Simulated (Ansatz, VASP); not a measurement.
# SnO2 in VASP and in Ansatz

```xyz
6
Lattice="4.4415 0.0000 0.0000 0.0000 4.4415 0.0000 0.0000 0.0000 3.1085" Properties=species:S:1:pos:R:3 pbc="T T T"
Sn    0.0000    0.0000    0.0000
Sn    2.2207    2.2207    1.5542
O     1.3618    1.3618    0.0000
O     0.8590    3.5825    1.5542
O     3.0797    3.0797    0.0000
O     3.5825    0.8590    1.5542
```

Change from the starting cell: strain -0.080 along x and y, -0.040 along z, atoms carried along.

Alike in both runs: task single point; functional PBE; k mesh 6 × 6 × 8; occupations gaussian, width 0.05 eV; no spin polarisation.

|  | VASP | Ansatz |
| --- | --- | --- |
| version | VASP 6.6.1 | Ansatz 0.2.0 |
| potentials or method | VASP PAW PBE potentials, release 64 (Sn_d, O), cutoff 520 eV | scalar-relativistic, plane waves, PAW |
| valence electrons in the cell | 52 | 52 |

```tsv
	VASP	Ansatz	Ansatz less VASP
gap on the k mesh at the Fermi level (eV)	3.12	3.12	+0.001
least direct gap on the mesh (eV)	3.12	3.12	+0.001
pressure (GPa)	60.2	59.3	-0.95
traceless stress, the component that is largest in VASP (GPa)	2.27	1.94	-0.338
rms of the force components (eV/Å)	0.163	0.151	-0.0113
```

Atom by atom the forces differ by 0.011 eV/Å (rms over components). Both programs put the cell under a high pressure, so it lies far from rest at this level.

Noted on VASP's run: the cell as given lies far from equilibrium.
